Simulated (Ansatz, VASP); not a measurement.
## Two plane-wave programs on Li2S

```xyz
3
Lattice="3.9365 0.0000 0.0000 1.9682 3.4091 0.0000 1.9682 1.1364 3.2141" Properties=species:S:1:pos:R:3 pbc="T T T"
Li    1.9682    1.1364    0.8035
Li    5.9047    3.4091    2.4106
S     0.0000    0.0000    0.0000
```

Alike in both runs: functional LDA; k mesh 6 × 6 × 6; no spin polarisation.

Ansatz relaxed the structure, and its values are those at the end. VASP's run is a single point on that final structure, the one shown.

|  | VASP | Ansatz |
| --- | --- | --- |
| version | VASP 6.6.1 | Ansatz 0.2.0 |
| potentials or method | VASP PAW LDA potentials, release 64 (Li_sv, S), cutoff 750 eV | plane waves, PAW |
| occupations | gaussian, width 0.01 eV | fixed |
| valence electrons in the cell | 12 | 12 |

|  | VASP | Ansatz | Ansatz less VASP |
| --- | --- | --- | --- |
| pressure (GPa) | -0.1 | 0.0 | +0.09 |

LDA's correlation is that of Perdew and Zunger in VASP and of Perdew and Wang (1992) in Ansatz.
